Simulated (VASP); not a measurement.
# Rh (I4/mmm) in VASP: further runs, part 2 of 2

VASP 6.6.1. The steps go on from the part before.

### 4 Single point, LDA (strain -0.0200 x Voigt [1, 0, 0, 0, 0, 0])

The input, INCAR:

```
PREC = Accurate
ENCUT = 520
EDIFF = 1E-7
ISMEAR = 0
SIGMA = 0.15
LREAL = F
LASPH = T
NELM = 80
ALGO = Fast
ISIF = 2
LWAVE = F
LCHARG = F
GGA = CA
NBANDS = 14
```

The input, KPOINTS:

```
Automatic mesh
0
Gamma
  22 22 22
```

The input, POSCAR:

```
Rh
1.0
    0.0000000000      1.9015500000      1.9015500000
    1.8635190000      0.0000000000      1.9015500000
    1.8635190000      1.9015500000      0.0000000000
Rh
1
Direct
    0.0000000000      0.0000000000      0.0000000000
```

Potentials or basis: VASP PAW LDA potentials, release 64 (Rh_pv).

Command:

```
$ cat potpaw_LDA.64/Rh_pv/POTCAR > POTCAR
$ mpirun -np 1 vasp_std > vasp.out
```

OUTCAR:

```text
PREC = Accurate
   ENCUT = 520
   EDIFF = 1E-7
   ISMEAR = 0
   LREAL = F
   LASPH = T
   NELM = 80
   ISIF = 2
   GGA = CA

 ion  position               nearest neighbor table
   1  0.000  0.000  0.000-

  LATTYP: Found a body centered tetragonal cell.
 ALAT       =     2.6891977995
 C/A-ratio  =     1.3859292911

  Lattice vectors:

 A1 = (  -1.8635190000,   0.0000000000,  -1.9015500000)
 A2 = (  -1.8635190000,   0.0000000000,   1.9015500000)
 A3 = (   1.8635190000,   1.9015500000,   0.0000000000)

Analysis of symmetry for initial positions (statically):
=====================================================================
 Subroutine PRICEL returns:
 Original cell was already a primitive cell.

 Routine SETGRP: Setting up the symmetry group for a
 body centered tetragonal supercell.

 Subroutine GETGRP returns: Found 16 space group operations
 (whereof 16 operations were pure point group operations)
 out of a pool of 16 trial point group operations.

The static configuration has the point symmetry D_4h.

Analysis of symmetry for dynamics (positions and initial velocities):
=====================================================================
 Subroutine PRICEL returns:
 Original cell was already a primitive cell.

 Routine SETGRP: Setting up the symmetry group for a
 body centered tetragonal supercell.

 Subroutine GETGRP returns: Found 16 space group operations
 (whereof 16 operations were pure point group operations)
 out of a pool of 16 trial point group operations.

The dynamic configuration has the point symmetry D_4h.

 Subroutine INISYM returns: Found 16 space group operations
 (whereof 16 operations are pure point group operations),
 and found     1 'primitive' translations

----------------------------------------------------------------------------------------

                                     Primitive cell

  volume of cell :      13.4766

[... 108 lines left out ...]
  Fermi-wavevector in a.u.,A,eV,Ry     =   1.696597  3.206104 39.163594  2.878443
  Thomas-Fermi vector in A             =   2.777431
   LORBIT       =      0    0 simple, 1 ext, 2 COOP (PROOUT), +10 PAW based schemes
   GGA     = CA    functional components
   LHFCALC =     F    Hartree Fock is set to
   AEXX    =    0.0000 exact exchange contribution
   IVDW    =     0    specifies the selected vdW correction
   LEPSILON=     F    determine dielectric tensor
   LRPA    =     F    only Hartree local field effects (RPA)
 non-spin polarized calculation
 RMM-DIIS sequential band-by-band and
 Gauss-broadening in eV      SIGMA  =   0.15
  energy-cutoff  :      520.00
  volume of cell :       13.48
 maximum number of plane-waves:       378
   NGX =  9   NGY =  9   NGZ =  9

 number of electron      15.0000006 magnetization

 Free energy of the ion-electron system (eV)
  ---------------------------------------------------
  ext. energy  EPLUGINS =         0.00000000
  ---------------------------------------------------
  free energy    TOTEN  =        -8.68490682 eV

  energy without entropy =       -8.67042907  energy(sigma->0) =       -8.67766794

 E-fermi :  12.0802     XC(G=0): -14.4795

 val. band max:       12.0801045172   @ k =  -0.0909   0.4091   0.4091
 cond. band min:      12.0843565664   @ k =   0.1818   0.3182   0.0455
 fundamental gap:      0.0042520492
 Fermi energy:        12.0802088890

 k-point     1 :       0.0000    0.0000    0.0000
  band No.  band energies     occupation
      1     -34.1201      2.00000
      2     -34.1201      2.00000
      3     -34.1084      2.00000
      4       3.9058      2.00000
      5       8.8041      2.00000
      6       8.8041      2.00000
      7       9.0259      2.00000
      8      10.9306      2.00000
      9      11.2022      2.00000
     10      28.0223      0.00000
     11      32.3750      0.00000
     12      33.3224      0.00000
     13      33.3224      0.00000
     14      33.9695      0.00000
[... 377 lines left out ...]
      1     -34.9038      2.00000
      2     -34.2514      2.00000
      3     -34.2135      2.00000
      4       5.8156      2.00000
      5       8.6688      2.00000
      6       8.9649      2.00000
      7      11.8040      1.99080
      8      12.5633      0.00001
      9      13.5972      0.00000
     10      21.0447      0.00000
     11      27.6801      0.00000
     12      32.3753      0.00000
     13      32.9802      0.00000
     14      33.6840      0.00000

 [... further k-points ...]
[... 5 lines left out ...]
  --------------------------------------------------------------------------------------
  -------------------------------------------------------------------------------------
  Total       -0.1089152     -0.5424852     -0.5424852      0.0000000      0.0000000     -0.0000000
  in kB      -12.9485049    -64.4939805    -64.4939805      0.0000000      0.0000000     -0.0000000
  external PRESSURE =     -47.3121553 kB  Pullay stress =       0.0000000 kB

 VOLUME and BASIS-vectors are now :
 -----------------------------------------------------------------------------
  energy-cutoff  :      520.00
  volume of cell :       13.48
      direct lattice vectors                 reciprocal lattice vectors
     0.000000000  1.901550000  1.901550000    -0.268309580  0.262943388  0.262943388
     1.863519000  0.000000000  1.901550000     0.268309580 -0.262943388  0.262943388
     1.863519000  1.901550000  0.000000000     0.268309580  0.262943388 -0.262943388

 POSITION                                       TOTAL-FORCE (eV/Angst)
 -----------------------------------------------------------------------------------
      0.00000      0.00000      0.00000         0.000000      0.000000      0.000000
 -----------------------------------------------------------------------------------
    total drift:                                0.000000      0.000000      0.000000

  FREE ENERGIE OF THE ION-ELECTRON SYSTEM (eV)
  ---------------------------------------------------
  free  energy   TOTEN  =        -8.6849068222 eV

  energy  without entropy=       -8.6704290666  energy(sigma->0) =       -8.67766794
```

stdout:

```text
POSCAR found type information on POSCAR Rh
 POSCAR found :  1 types and       1 ions
 scaLAPACK will be used
 LDA part: xc-table for (Slater(with rela. corr.)+CA(PZ))
 , standard interpolation
 POSCAR, INCAR and KPOINTS ok, starting setup
 FFT: planning ... GRIDC
 FFT: planning ... GRID_SOFT
 FFT: planning ... GRID
 WAVECAR not read
 entering main loop
WARNING in EDDRMM: call to ZHEGV failed, returncode =   6  3     13
WARNING in EDDRMM: call to ZHEGV failed, returncode =   8  4     12
WARNING in EDDRMM: call to ZHEGV failed, returncode =   8  4     13
WARNING in EDDRMM: call to ZHEGV failed, returncode =   8  4     12
WARNING in EDDRMM: call to ZHEGV failed, returncode =   8  4     12
WARNING in EDDRMM: call to ZHEGV failed, returncode =   8  4     12
WARNING in EDDRMM: call to ZHEGV failed, returncode =   8  4     14
WARNING in EDDRMM: call to ZHEGV failed, returncode =   6  3     13
```

Wall time 55 s (1 thread of Intel Xeon 6975P-C (Granite Rapids), shared host); peak memory 0.24 GiB.

What came out:

```
Free energy : -8.6849 eV
Pressure    : -4.7 GPa
```

Caveat: the cell differs from its parent crystal (strain -0.0200 x Voigt [1, 0, 0, 0, 0, 0]).

### 5 Overview

```tsv
cell	further INCAR settings	gap on the mesh (eV)	pressure (GPa)
a = 2.689, b = 2.636, c = 2.636 Å, angles 61.3, 59.3, 59.3°, 1 atom	ALGO = Fast; EDIFF = 1e-07; NBANDS = 14	none	1.8
a = 2.689, b = 2.649, c = 2.649 Å, angles 61.0, 59.5, 59.5°, 1 atom	ALGO = Fast; EDIFF = 1e-06; NBANDS = 14	none	-1.5
a = 2.689, b = 2.662, c = 2.662 Å, angles 60.7, 59.7, 59.7°, 1 atom	ALGO = Fast; EDIFF = 1e-07; NBANDS = 14	none	-4.7
```

Alike in all rows: task single point; level LDA; potentials or basis VASP PAW LDA potentials, release 64 (Rh_pv); no spin polarisation; k mesh 22 × 22 × 22; cutoff (eV) 520; smearing gaussian 0.15 eV.

Absolute energies hang on the potentials; compare differences alone.
